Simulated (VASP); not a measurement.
Set up this calculation in VASP 6.6.1, as the native input.

| Item | Value |
| --- | --- |
| Task | single point |
| Functional | LDA |
| Potentials or basis | VASP PAW LDA potentials, release 64 (Na_pv, H) |
| Cutoff | 520 eV |
| k mesh | 8 × 8 × 8 |
| Occupations | gaussian, width 0.05 eV |
| Spin | no spin polarisation |
| Dipole correction | no |
| Further INCAR settings | ALGO = Normal; EDIFF = 1e-07; NBANDS = 11 |

The structure of NaH lies in POSCAR:

```
NaH
1.0
    0.0000000000      2.4400000000      2.5132000000
    2.4400000000      0.0000000000      2.5132000000
    2.4400000000      2.4400000000      0.0000000000
Na H
1 1
Direct
    0.0000000000      0.0000000000      0.0000000000
    0.5000000000      0.5000000000      0.5000000000
```

This cell differs from its parent crystal: strain +0.000 along x and y, +0.030 along z.

The input as run:

INCAR

```
PREC = Accurate
ENCUT = 520
EDIFF = 1E-7
ISMEAR = 0
SIGMA = 0.05
LREAL = F
LASPH = T
NELM = 80
ALGO = Normal
ISIF = 2
LWAVE = F
LCHARG = F
NBANDS = 11
```

KPOINTS

```
Automatic mesh
0
Gamma
  8 8 8
```

Potentials or basis: VASP PAW LDA potentials, release 64 (Na_pv, H).

Launch:

```sh
$ cat potpaw_LDA.64/Na_pv/POTCAR potpaw_LDA.64/H/POTCAR > POTCAR
$ mpirun -np 1 vasp_std > vasp.out
```

Results of the run:

The pressure is -3.1 GPa and the band gap on the k mesh is 3.29 eV, indirect (least direct gap 4.20 eV).

Caveat: the cell differs from its parent crystal (strain +0.000 along x and y, +0.030 along z).

It took 32 s on 1 thread of AMD EPYC 7R43 64-Core Processor (Zen 3), with other jobs on the host, peak memory 0.11 GiB.
